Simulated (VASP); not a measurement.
# LiTaO2 (R-3m) in VASP: further runs, part 2 of 2

VASP 6.6.1. The steps go on from the part before.

## Step 3: Relaxation of cell and atoms, PBE

This run uses another cell than the first one, of 9.24 Å³/atom, 0.954 times its volume.

The input, INCAR:

```
PREC = Accurate ; ENCUT = 600
EDIFF = 1E-6 ; ISMEAR = 0
SIGMA = 0.1 ; LREAL = False
LASPH = True ; NELM = 60
ALGO = Normal ; ISIF = 3
LWAVE = False ; LCHARG = False
GGA = PE ; IBRION = 2
NSW = 100 ; EDIFFG = -0.05
```

The input, KPOINTS:

```
Automatic mesh
0
Gamma
  6 6 6
```

The input, POSCAR:

```
LiTaO2
1.0
    1.4790000000      0.8539010481      4.8766064629
   -1.4790000000      0.8539010481      4.8766064629
    0.0000000000     -1.7078020963      4.8766064629
Li Ta O
1 1 2
Direct
    0.0000000000      0.0000000000      0.0000000000
    0.5000000000      0.5000000000      0.5000000000
    0.2429356231      0.2429356231      0.2429356231
    0.7570643769      0.7570643769      0.7570643769
```

Potentials or basis: VASP PAW PBE potentials, release 64 (Li_sv, Ta_pv, O).

On the command line:

```console
$ cat potpaw_PBE.64/Li_sv/POTCAR potpaw_PBE.64/Ta_pv/POTCAR potpaw_PBE.64/O/POTCAR > POTCAR
$ mpirun -np 1 vasp_std > vasp.out
```

OUTCAR:

```text
PREC = Accurate
   ENCUT = 600
   EDIFF = 1E-6
   ISMEAR = 0
   LREAL = False
   LASPH = True
   NELM = 60
   ISIF = 3
   GGA = PE
   IBRION = 2
   NSW = 100
   EDIFFG = -0.05

 ion  position               nearest neighbor table
   1  0.000  0.000  0.000-   4 2.16   4 2.16   3 2.16   3 2.16   4 2.16   3 2.16   2 2.98   2 2.98
                             2 2.98   2 2.98   2 2.98   2 2.98
   2  0.500  0.500  0.500-   3 2.04   3 2.04   4 2.04   4 2.04   3 2.04   4 2.04   1 2.98   1 2.98
                             1 2.98   1 2.98   1 2.98   1 2.98
   3  0.243  0.243  0.243-   2 2.04   2 2.04   2 2.04   1 2.16   1 2.16   1 2.16
   4  0.757  0.757  0.757-   2 2.04   2 2.04   2 2.04   1 2.16   1 2.16   1 2.16

  LATTYP: Found a trigonal (rhomboedric) cell.
 ALAT       =     5.1669989930
 COS(alpha) =     0.8361337218

  Lattice vectors:

 A1 = (   1.4790000000,   0.8539010481,   4.8766064629)
 A2 = (  -1.4790000000,   0.8539010481,   4.8766064629)
 A3 = (   0.0000000000,  -1.7078020963,   4.8766064629)

Analysis of symmetry for initial positions (statically):
=====================================================================
 Subroutine PRICEL returns:
 Original cell was already a primitive cell.

 Routine SETGRP: Setting up the symmetry group for a
 trigonal (rhombohedral) supercell.

[... 279 lines left out ...]
  ---------------------------------------------------
  free  energy   TOTEN  =       -31.9527449108 eV

  energy  without entropy=      -31.9473666382  energy(sigma->0) =      -31.95005577

[... ionic steps 4 to 9 ...]

--------------------------------------- Ionic step       10  -------------------------------------------

 number of electron      26.0000009 magnetization

------------------------ aborting loop because EDIFF is reached ----------------------------------------
[... 71 lines left out ...]
--------------------------------------- Ionic step       12  -------------------------------------------

 number of electron      26.0000006 magnetization

 Free energy of the ion-electron system (eV)
  ---------------------------------------------------
  ext. energy  EPLUGINS =         0.00000000
  ---------------------------------------------------
  free energy    TOTEN  =       -32.29283610 eV

  energy without entropy =      -32.28364792  energy(sigma->0) =      -32.28824201

 E-fermi :   6.1183     XC(G=0): -11.7932

 val. band max:        6.0762943741   @ k =  -0.1667   0.1667   0.0000
 cond. band min:       6.1431084888   @ k =  -0.3333   0.5000   0.3333
 fundamental gap:      0.0668141148
 Fermi energy:         6.1182554620

 k-point     1 :       0.0000    0.0000    0.0000
  band No.  band energies     occupation
      1     -39.4598      2.00000
      2     -29.3421      2.00000
      3     -28.6838      2.00000
      4     -28.6838      2.00000
      5     -14.3682      2.00000
      6     -13.0879      2.00000
[... 457 lines left out ...]
      4     -29.0572      2.00000
      5     -13.3420      2.00000
      6     -12.8945      2.00000
[... 9 lines left out ...]
     16      11.0457      0.00000
     17      11.4037      0.00000

 [... further k-points ...]
[... 5 lines left out ...]
  --------------------------------------------------------------------------------------
  -------------------------------------------------------------------------------------
  Total        0.0511876      0.0511876     -0.0286885      0.0000000      0.0000000      0.0000000
  in kB        2.1184069      2.1184069     -1.1872775      0.0000000      0.0000000      0.0000000
  external PRESSURE =       1.0165121 kB  Pullay stress =       0.0000000 kB
[... 19 lines left out ...]
  FREE ENERGIE OF THE ION-ELECTRON SYSTEM (eV)
  ---------------------------------------------------
  free  energy   TOTEN  =       -32.2928361008 eV

  energy  without entropy=      -32.2836479210  energy(sigma->0) =      -32.28824201

 reached required accuracy - stopping structural energy minimisation
```

CONTCAR:

```text
LiTaO2
   1.00000000000000
     1.4374398843430682    0.8299063041352395    5.4087410797600350
    -1.4374398843430682    0.8299063041352395    5.4087410797600350
    -0.0000000000000000   -1.6598126083779889    5.4087410797619171
  Li              Ta              O
     1     1     2
Direct
     0.0000000000000000    0.0000000000000000    0.0000000000000000
     0.5000000000000000    0.5000000000000000    0.5000000000000000
     0.2535203799523269    0.2535203799523269    0.2535203799523624
     0.7464796200476731    0.7464796200476731    0.7464796200476377

  0.00000000E+00  0.00000000E+00  0.00000000E+00
  0.00000000E+00  0.00000000E+00  0.00000000E+00
  0.00000000E+00  0.00000000E+00  0.00000000E+00
  0.00000000E+00  0.00000000E+00  0.00000000E+00
```

It took 5.1 min on 1 thread of AMD EPYC 9R45 (Zen 5), shared host; peak memory 0.28 GiB.

Results:

```
Free energy                            : -32.2928 eV
Relaxed volume                         : 9.68 Å³/atom
Relaxed cell                           : a = 5.658 Å, b = 5.658 Å, c = 5.658 Å, α = 29.44°, β = 29.44°, γ = 29.44°
Space group after relaxing (to 0.05 Å) : R-3m (No. 166)
Energy gained by relaxing              : 305.3 meV/atom
Ionic steps                            : 12
Pressure after relaxing                : 0.1 GPa
Largest force after relaxing           : 0.013 eV/Å
Band gap on the k mesh                 : zero (band 13 reaches 7.14 eV, above the bottom of band 14 at 6.08 eV)
```

Forces in eV/Å, atoms in the order of the input:
```
Li   0.000  0.000  0.000
Ta   0.000  0.000  0.000
O    0.000  0.000 -0.013
O    0.000  0.000  0.013
```

The path:
| step | energy change (eV) | largest force (eV/Å) | pressure (GPa) | volume (Å³) |
| --- | --- | --- | --- | --- |
| 1 | 0.0000 | 4.6894 | 34.42 | 36.95 |
| 2 | 0.3577 | 2.3597 | -32.63 | 48.58 |
| 3 | -0.8811 | 0.3843 | -9.28 | 41.54 |
| 4 | -0.8868 | 0.5864 | -7.36 | 41.22 |
| 5 | -0.8873 | 0.6654 | -6.61 | 41.10 |
| 6 | -1.1461 | 0.2274 | -4.06 | 39.70 |
| 7 | -1.2143 | 0.3333 | -1.38 | 38.63 |
| 8 | -1.2144 | 0.2899 | -1.59 | 38.70 |
| 9 | -1.2158 | 0.1527 | 2.75 | 38.19 |
| 10 | -1.2185 | 0.0485 | 0.77 | 38.42 |
| 11 | -1.2205 | 0.0308 | 0.44 | 38.56 |
| 12 | -1.2211 | 0.0132 | 0.10 | 38.71 |

Final structure:
```
Li Ta O
1.0
     1.43744    0.82991    5.40874
    -1.43744    0.82991    5.40874
     0.00000   -1.65981    5.40874
Li Ta O
1 1 2
Direct
  0.00000 0.00000 0.00000
  0.50000 0.50000 0.50000
  0.25352 0.25352 0.25352
  0.74648 0.74648 0.74648
```

Caveat: the k points lie up to 0.43 Å⁻¹ apart in the final cell; the cutoff is under 1.25 times the usual one of these potentials, so pressure, stress and relaxed cells hold a basis-set (Pulay) error; spin-orbit coupling is left out, which moves the levels of the heavy elements; the relaxation stopped at a loose force limit of 0.05 eV/Å, so its end isn't a converged minimum.
